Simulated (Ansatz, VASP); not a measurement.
Two plane-wave programs on Ca

```xyz
1
Lattice="0.0000 2.7275 2.7275 2.7275 0.0000 2.7275 2.7275 2.7275 0.0000" Properties=species:S:1:pos:R:3 pbc="T T T"
Ca    0.0000    0.0000    0.0000
```

Alike in both runs: functional PBEsol; k mesh 14 × 14 × 14; occupations gaussian, width 0.1 eV; no spin polarisation.

Ansatz relaxed the structure, and its values are those at the end. VASP's run is a single point on that final structure, the one shown.

|  | VASP | Ansatz |
| --- | --- | --- |
| version | VASP 6.6.1 | Ansatz 0.2.0 |
| potentials or method | VASP PAW PBE potentials, release 64 (Ca_sv), cutoff 520 eV | scalar-relativistic, plane waves, PAW |
| valence electrons in the cell | 10 | 10 |

```tsv
	VASP	Ansatz	Ansatz less VASP
gap on the k mesh at the Fermi level (eV)	none	none	-
pressure (GPa)	0.0	0.0	+0.01
```

VASP's potentials were made for PBE, not for PBEsol. A gap of «none» marks a metal or a gap that the smearing closes.
